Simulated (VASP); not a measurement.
Runs of VASP 6.6.1 on Pb. The structure is cubic, space group Fm-3m (No. 225). The conventional cell has a = 4.950 Å, b = 4.950 Å, c = 4.950 Å, α = 90.00°, β = 90.00°, γ = 90.00°. Pb (site symmetry m-3m) has 12 Pb at 3.50 Å within 4.6 Å. 

```csv
k mesh,gap on the mesh (eV),pressure (GPa)
8 × 8 × 8,none,(b)
4 × 4 × 4,none,-1.5
5 × 5 × 5,none,-1.8
6 × 6 × 6,none,-0.9
10 × 10 × 10,none,-1.6
3 × 3 × 3,none,(a)
```

Alike in all rows: task single point; level LDA; potentials or basis VASP PAW LDA potentials, release 64 (Pb_d); no spin polarisation; cell as given; cutoff (eV) 500; smearing fermi-dirac 0.3 eV.

Task: Estimate the missing entries.

Result: (a) -2.4; (b) -1.7.

Caveats: some runs use coarse meshes; so wide a smearing shifts energies and pressures; spin-orbit coupling is left out, which moves the levels of the heavy elements.

A k mesh can miss the band edges, and the runs leave out spin-orbit coupling on Pb.

A gap of «none» marks levels without a gap at the run's occupations.
